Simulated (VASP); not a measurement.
Runs of VASP 6.6.1 on HgTe. The structure is that of space group I-4m2 (No. 119), or close to it. The cells are those of the table. 

| cell | gap on the mesh (eV) | pressure (GPa) |
| --- | --- | --- |
| a = 4.611 Å, angles 96.7, 96.7, 140.2°, 2 atoms | none | -4.2 |
| a = 4.550 Å, angles 96.7, 96.7, 140.2°, 2 atoms | none | -2.8 |
| a = 4.487 Å, angles 96.7, 96.7, 140.2°, 2 atoms | none | (b) |
| a = 4.519 Å, angles 96.7, 96.7, 140.2°, 2 atoms | none | -1.9 |
| a = 4.671 Å, angles 96.7, 96.7, 140.2°, 2 atoms | none | (a) |
| a = 4.641 Å, angles 96.7, 96.7, 140.2°, 2 atoms | none | -4.8 |
| a = 4.581 Å, angles 96.7, 96.7, 140.2°, 2 atoms | none | -3.6 |

Alike in all rows: task single point; level PBEsol; potentials or basis VASP PAW PBE potentials, release 64 (Hg, Te); no spin polarisation; k mesh 8 × 8 × 8; cutoff (eV) 520; smearing fermi-dirac 0.1 eV.

**Question.** Fill in the values left out.

**Answer.** (a) -5.3; (b) -0.9.

Caveats: the PAW data sets were made with another functional, which shifts forces and pressure a little; spin-orbit coupling is left out, which moves the levels of the heavy elements; the cell stands under tension (at least some runs).

A k mesh can miss the band edges, and the runs leave out spin-orbit coupling on Hg, Te.

A gap of «none» marks levels without a gap at the run's occupations.
